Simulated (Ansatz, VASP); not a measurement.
**Be2WN3 in VASP and in Ansatz**

```
Be W N
1.0
     3.36610    0.00000    0.00000
     0.00000    3.36610    0.00000
     0.00000    0.00000    4.88795
Be W N
2 1 3
Direct
  0.50000 0.00000 0.13279
  0.00000 0.50000 0.13279
  0.00000 0.00000 0.58829
  0.50000 0.50000 0.26269
  0.50000 0.00000 0.79067
  0.00000 0.50000 0.79067
```

Alike in both runs: functional PBE; k mesh 3 × 3 × 3; occupations gaussian, width 0.15 eV; no spin polarisation.

Ansatz relaxed the structure, and its values are those at the end. VASP's run is a single point on that final structure, the one shown.

|  | VASP | Ansatz |
| --- | --- | --- |
| version | VASP 6.6.1 | Ansatz 0.2.0 |
| potentials or method | VASP PAW PBE potentials, release 64 (Be, W_sv, N_h), cutoff 1330 eV | scalar-relativistic, plane waves, PAW |
| valence electrons in the cell | 33 | 33 |

|  | VASP | Ansatz | Ansatz less VASP |
| --- | --- | --- | --- |
| gap on the k mesh at the Fermi level (eV) | none | none | - |
| pressure (GPa) | 0.1 | -0.6 | -0.77 |
| rms of the force components (eV/Å) | 0.036 | 0.019 | -0.0168 |

A gap of «none» marks a metal or a gap that the smearing closes.

The k mesh is coarse, so the values compare programs but aren't converged. Spin-orbit coupling is off throughout.
